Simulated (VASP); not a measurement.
# PbF2 (Fm-3m) in VASP: notebook

Aim: see how the results for PbF2 move with the level of theory and the settings. Levels: revPBE, r2SCAN, LDA, PBE, PBEsol. Tasks: single point, relaxation of cell and atoms.

Program: VASP 6.6.1. These are calculated values, not measurements. Logs are shortened: lines on timing, memory, paths and dates and some standing lists are left out, and cuts for length are marked.

**1. The cell of the first run**

Symmetry: Fm-3m, No. 225, cubic system. Conventional cell: a = 6.073 Å, b = 6.073 Å, c = 6.073 Å, α = 90.00°, β = 90.00°, γ = 90.00°. Within 3.5 Å of Pb (site symmetry m-3m) lie 8 F at 2.63 Å. Within 3.5 Å of F (site symmetry -43m) lie 4 Pb at 2.63 Å and 6 F at 3.04 Å.

**2. Single point, revPBE**

Contents of INCAR:

```
SYSTEM = PbF2
PREC     = Accurate       ! precision mode
ENCUT    = 600            ! plane-wave cutoff, eV
EDIFF    = 1E-6           ! SCF threshold, eV
ISMEAR   = -1             ! smearing method
SIGMA    = 0.05           ! smearing width, eV
LREAL    = .FALSE.        ! projectors in reciprocal space
LASPH    = .TRUE.         ! aspherical terms in the spheres
NELM     = 120            ! most SCF steps
ALGO     = Normal         ! electronic algorithm
ISIF     = 2              ! what is computed and relaxed
LWAVE    = .FALSE.        ! write WAVECAR
LCHARG   = .FALSE.        ! write CHGCAR
GGA      = RE             ! functional
NBANDS   = 21             ! bands
GGA_COMPAT= .FALSE.
```

Contents of KPOINTS:

```
regular mesh
0
G
  8 8 8
  0 0 0
```

Contents of POSCAR:

```
PbF2
1.0
    0.0000000000      3.0364090671      3.0364090671
    3.0364090671      0.0000000000      3.0364090671
    3.0364090671      3.0364090671      0.0000000000
Pb F
1 2
Direct
    0.0000000000      0.0000000000      0.0000000000
    0.7500000000      0.7500000000      0.7500000000
    0.2500000000      0.2500000000      0.2500000000
```

Potentials or basis: VASP PAW PBE potentials, release 64 (Pb_d, F).

Launch:

```
$ cat potpaw_PBE.64/Pb_d/POTCAR potpaw_PBE.64/F/POTCAR > POTCAR
$ mpirun -np 1 vasp_std > vasp.out
```

OUTCAR:

```text
SYSTEM = PbF2
   PREC = Accurate
   ENCUT = 600
   EDIFF = 1E-6
   ISMEAR = -1
   LREAL = .FALSE.
   LASPH = .TRUE.
   NELM = 120
   ISIF = 2
   GGA = RE

 ion  position               nearest neighbor table
   1  0.000  0.000  0.000-   2 2.63   3 2.63   2 2.63   2 2.63   2 2.63   3 2.63   3 2.63   3 2.63

   2  0.750  0.750  0.750-   1 2.63   1 2.63   1 2.63   1 2.63
   3  0.250  0.250  0.250-   1 2.63   1 2.63   1 2.63   1 2.63

  LATTYP: Found a face centered cubic cell.
 ALAT       =     6.0728181342

  Lattice vectors:

 A1 = (   0.0000000000,   3.0364090671,   3.0364090671)
 A2 = (   3.0364090671,   0.0000000000,   3.0364090671)
 A3 = (   3.0364090671,   3.0364090671,   0.0000000000)

Analysis of symmetry for initial positions (statically):
=====================================================================
 Subroutine PRICEL returns:
 Original cell was already a primitive cell.

 Routine SETGRP: Setting up the symmetry group for a
 face centered cubic supercell.

 Subroutine GETGRP returns: Found 48 space group operations
 (whereof 48 operations were pure point group operations)
 out of a pool of 48 trial point group operations.

The static configuration has the point symmetry O_h .

Analysis of symmetry for dynamics (positions and initial velocities):
=====================================================================
 Subroutine PRICEL returns:
 Original cell was already a primitive cell.

 Routine SETGRP: Setting up the symmetry group for a
 face centered cubic supercell.

 Subroutine GETGRP returns: Found 48 space group operations
 (whereof 48 operations were pure point group operations)
 out of a pool of 48 trial point group operations.

The dynamic configuration has the point symmetry O_h .

 Subroutine INISYM returns: Found 48 space group operations
 (whereof 48 operations are pure point group operations),
 and found     1 'primitive' translations

----------------------------------------------------------------------------------------

                                     Primitive cell

  volume of cell :      55.9900

  direct lattice vectors                    reciprocal lattice vectors
     0.000000000  3.036409067  3.036409067    -0.164668195  0.164668195  0.164668195
     3.036409067  0.000000000  3.036409067     0.164668195 -0.164668195  0.164668195
     3.036409067  3.036409067  0.000000000     0.164668195  0.164668195 -0.164668195

  length of vectors
     4.294130884  4.294130884  4.294130884     0.285213680  0.285213680  0.285213680

[... 76 lines left out ...]
   ISPIN  =      1    spin polarized calculation?
   LNONCOLLINEAR =      F non collinear calculations
   LSORBIT =      F    spin-orbit coupling
   LASPH  =      T    aspherical Exc in radial PAW
   ENCUT  =  600.0 eV  44.10 Ry    6.64 a.u.   8.58  8.58  8.58*2*pi/ulx,y,z
   NELM   =    120;   NELMIN=  2; NELMDL= -5     # of ELM steps
   EDIFF  = 0.1E-05   stopping-criterion for ELM
   LREAL  =      F    real-space projection
   EDIFFG = 0.1E-04   stopping-criterion for IOM
   NSW    =      0    number of steps for IOM
   IBRION =     -1    ionic relax: 0-MD 1-quasi-New 2-CG
   NFREE  =      0    steps in history (QN), initial steepest desc. (CG)
   ISIF   =      2    stress and relaxation
   ISYM   =      2    0-nonsym 1-usesym 2-fastsym
   POTIM  = 0.5000    time-step for ionic-motion
   TEBEG  =    0.0;   TEEND  =   0.0 temperature during run
   PSTRESS=    0.0 pullay stress
   NELECT =      28.0000    total number of electrons
   NUPDOWN=      -1.0000    fix difference up-down
   EMIN   =  10.00;   EMAX   =-10.00  energy-range for DOS
   EFERMI =   0.00;   METHOD = LEGACY
   ISMEAR =    -1;   SIGMA  =   0.05  broadening in eV -4-tet -1-fermi 0-gaus
   EFERMI_NEDOS =   21; number of points for ismear=-14 and -15
   IALGO  =     38    algorithm
   IMIX   =      4    mixing-type and parameters
     AMIX     =   0.40;   BMIX     =  1.00
     AMIX_MAG =   1.60;   BMIX_MAG =  1.00
  volume/ion in A,a.u.               =      18.66       125.95
  Fermi-wavevector in a.u.,A,eV,Ry     =   1.299443  2.455591 22.974146  1.688552
  Thomas-Fermi vector in A             =   2.430706
   LORBIT       =      0    0 simple, 1 ext, 2 COOP (PROOUT), +10 PAW based schemes
   GGA     = RE    functional components
   LHFCALC =     F    Hartree Fock is set to
   AEXX    =    0.0000 exact exchange contribution
   IVDW    =     0    specifies the selected vdW correction
   LEPSILON=     F    determine dielectric tensor
   LRPA    =     F    only Hartree local field effects (RPA)
 non-spin polarized calculation
  energy-cutoff  :      600.00
  volume of cell :       55.99
 maximum number of plane-waves:      1893
 NGX is ok and might be reduce to    36
   NGX = 17   NGY = 17   NGZ = 17

 number of electron      27.9999989 magnetization

 Free energy of the ion-electron system (eV)
  ---------------------------------------------------
  ext. energy  EPLUGINS =         0.00000000
  ---------------------------------------------------
  free energy    TOTEN  =       -13.57346644 eV

  energy without entropy =      -13.57346644  energy(sigma->0) =      -13.57346644

 E-fermi :   2.3148     XC(G=0):  -8.7502

 val. band max:        1.1993711161   @ k =   0.5000   0.0000   0.0000
 cond. band min:       5.7047650434   @ k =   0.5000   0.5000   0.0000
 fundamental gap:      4.5053939273
 Fermi energy:         2.3148279851

 k-point     1 :       0.0000    0.0000    0.0000
  band No.  band energies     occupation
      1     -19.4310      2.00000
      2     -18.9401      2.00000
      3     -13.2748      2.00000
      4     -13.2748      2.00000
      5     -13.2748      2.00000
      6     -13.2508      2.00000
[... 565 lines left out ...]
     20      16.9475      0.00000
     21      17.5931      0.00000

 [... further k-points ...]
[... 5 lines left out ...]
  --------------------------------------------------------------------------------------
  -------------------------------------------------------------------------------------
  Total       -0.0839285     -0.0839285     -0.0839285     -0.0000000     -0.0000000      0.0000000
  in kB       -2.4016474     -2.4016474     -2.4016474     -0.0000000     -0.0000000      0.0000000
  external PRESSURE =      -2.4016474 kB  Pullay stress =       0.0000000 kB

 VOLUME and BASIS-vectors are now :
 -----------------------------------------------------------------------------
  energy-cutoff  :      600.00
  volume of cell :       55.99
      direct lattice vectors                 reciprocal lattice vectors
     0.000000000  3.036409067  3.036409067    -0.164668195  0.164668195  0.164668195
     3.036409067  0.000000000  3.036409067     0.164668195 -0.164668195  0.164668195
     3.036409067  3.036409067  0.000000000     0.164668195  0.164668195 -0.164668195

 POSITION                                       TOTAL-FORCE (eV/Angst)
 -----------------------------------------------------------------------------------
      0.00000      0.00000      0.00000         0.000000     -0.000000      0.000000
      4.55461      4.55461      4.55461         0.000000      0.000000      0.000000
      1.51820      1.51820      1.51820        -0.000000     -0.000000     -0.000000
 -----------------------------------------------------------------------------------
    total drift:                                0.000000      0.000000      0.000000

  FREE ENERGIE OF THE ION-ELECTRON SYSTEM (eV)
  ---------------------------------------------------
  free  energy   TOTEN  =       -13.5734664392 eV

  energy  without entropy=      -13.5734664391  energy(sigma->0) =      -13.57346644
```

OSZICAR:

```text
N       E                     dE             d eps       ncg     rms          rms(c)
DAV:   1     0.315210699012E+03    0.31521E+03   -0.15877E+04  1226   0.167E+03
DAV:   2     0.151878316550E+02   -0.30002E+03   -0.28182E+03  1293   0.447E+02
DAV:   3    -0.147550727736E+02   -0.29943E+02   -0.29555E+02  1423   0.147E+02
DAV:   4    -0.156575006824E+02   -0.90243E+00   -0.90169E+00  1384   0.265E+01
DAV:   5    -0.156872174402E+02   -0.29717E-01   -0.29712E-01  1594   0.511E+00    0.831E+00
DAV:   6    -0.135564446325E+02    0.21308E+01   -0.95783E+00  1639   0.233E+01    0.285E+00
DAV:   7    -0.135633519667E+02   -0.69073E-02   -0.52454E-01  1298   0.423E+00    0.168E+00
DAV:   8    -0.135745659979E+02   -0.11214E-01   -0.13143E-01  1253   0.387E+00    0.584E-01
DAV:   9    -0.135712152784E+02    0.33507E-02   -0.25478E-02  1580   0.110E+00    0.125E-01
DAV:  10    -0.135734933252E+02   -0.22780E-02   -0.35835E-03  1228   0.551E-01    0.457E-02
DAV:  11    -0.135734479424E+02    0.45383E-04   -0.28047E-04  1423   0.164E-01    0.184E-02
DAV:  12    -0.135734687091E+02   -0.20767E-04   -0.82031E-05  1346   0.823E-02    0.133E-02
DAV:  13    -0.135734663903E+02    0.23188E-05   -0.32327E-05  1464   0.552E-02    0.464E-03
DAV:  14    -0.135734664392E+02   -0.48898E-07   -0.24855E-06  1392   0.106E-02
   1 F= -.13573466E+02 E0= -.13573466E+02  d E =-.101118E-09
```

Run time: 31 s. Hardware: 1 thread of Intel Xeon Platinum 8375C at 2.90GHz (Ice Lake), shared host; peak memory 0.22 GiB.

Results:

| Property | Result |
| --- | --- |
| Free energy | -13.5735 eV |
| Pressure | -0.2 GPa |
| Band gap on the k mesh | 4.51 eV (least direct gap 4.65 eV) |

Caveat: the PAW data sets were made with another functional, which shifts forces and pressure a little; spin-orbit coupling is left out, which moves the levels of the heavy elements.

**3. Single point, r2SCAN**

This run uses another cell than the first one, of 17.30 Å³/atom.

Contents of POSCAR:

```
PbF2
1.0
    0.0000000000      2.9606022773      2.9606022773
    2.9606022773      0.0000000000      2.9606022773
    2.9606022773      2.9606022773      0.0000000000
Pb F
1 2
Direct
    0.0000000000      0.0000000000      0.0000000000
    0.7500000000      0.7500000000      0.7500000000
    0.2500000000      0.2500000000      0.2500000000
```

Contents of INCAR.step1:

```
PREC = Accurate
ENCUT = 660
ISMEAR = -1
SIGMA = 0.05
LREAL = F
LASPH = T
NELM = 120
NBANDS = 21
GGA = PE
ALGO = Normal
EDIFF = 1E-5
LWAVE = T
LCHARG = F
GGA_COMPAT = F
```

Contents of INCAR.step2:

```
PREC = Accurate
ENCUT = 660
EDIFF = 1E-6
ISMEAR = -1
SIGMA = 0.05
LREAL = F
LASPH = T
NELM = 120
ALGO = Normal
ISIF = 2
LWAVE = F
LCHARG = T
METAGGA = R2SCAN
LMIXTAU = T
LELF = T
LVHAR = T
NBANDS = 21
ISTART = 1
GGA_COMPAT = F
```

Contents of KPOINTS:

```
Automatic mesh
0
Gamma
  8 8 8
```

Potentials or basis: VASP PAW PBE potentials, release 64 (Pb_d, F).

Launch:

```
$ cat potpaw_PBE.64/Pb_d/POTCAR potpaw_PBE.64/F/POTCAR > POTCAR
$ cp INCAR.step1 INCAR
$ mpirun -np 1 vasp_std > vasp.out
$ cp INCAR.step2 INCAR
$ mpirun -np 1 vasp_std > vasp.out
```

Wall time 1.8 min (1 thread of Intel Xeon Platinum 8375C at 2.90GHz (Ice Lake), shared host); peak memory 0.23 GiB.

The run converged. Its results:

| Quantity | Value |
| --- | --- |
| Free energy | -70.1692 eV |
| Pressure | -0.2 GPa |
| Band gap on the k mesh | 4.93 eV (least direct gap 5.08 eV) |

Levels at points of the mesh, in eV from the valence-band top:
| k point | band 11 | band 12 | band 13 | band 14 | band 15 | band 16 | band 17 | band 18 |
| --- | --- | --- | --- | --- | --- | --- | --- | --- |
| (0.00, 0.00, 0.00) | -2.67 | -2.16 | -2.16 | -2.16 | 7.31 | 7.31 | 7.31 | 10.70 |
| (0.50, 0.00, 0.00) | -2.85 | -2.34 | -2.34 | -0.06 | 5.38 | 8.25 | 8.25 | 13.46 |
| (0.50, 0.50, 0.00) | -1.75 | -1.75 | -1.75 | -0.14 | 4.93 | 8.46 | 8.46 | 9.07 |

Caveat: the PAW data sets were made with another functional, which shifts forces and pressure a little; spin-orbit coupling is left out, which moves the levels of the heavy elements.

(Part 1 of 3 ends here.)
